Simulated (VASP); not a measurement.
Here is a VASP 6.6.1 calculation.

Contents of INCAR:

```
PREC = Accurate
ENCUT = 520
EDIFF = 1E-7
ISMEAR = 0
SIGMA = 0.15
LREAL = F
LASPH = T
NELM = 60
ALGO = Normal
ISIF = 2
LWAVE = F
LCHARG = F
GGA = PS
NBANDS = 10
```

The input KPOINTS:

```
regular mesh
0
Gamma
  20 20 20
```

Contents of POSCAR:

```
Os
1.0
    0.0000000000      2.0422500000      2.0422500000
    2.0422500000      0.0000000000      2.0422500000
    2.0422500000      2.0422500000      0.0000000000
Os
1
Direct
    0.0000000000      0.0000000000      0.0000000000
```

Potentials or basis: VASP PAW PBE potentials, release 64 (Os).

Command:

```bash
$ cat potpaw_PBE.64/Os/POTCAR > POTCAR
$ mpirun -np 1 vasp_std > vasp.out
```

**Question.** Estimate the band gap on the k mesh.

**Answer.** Zero (band 4 reaches 8.50 eV, above the bottom of band 5 at 5.31 eV).

**Question.** Predict the pressure.

**Answer.** -52.7 GPa.

Caveat: the cell differs from its parent crystal (strain +0.050 along x and y, +0.050 along z); the PAW data sets were made with another functional, which shifts forces and pressure a little; spin-orbit coupling is left out, which moves the levels of the heavy elements.
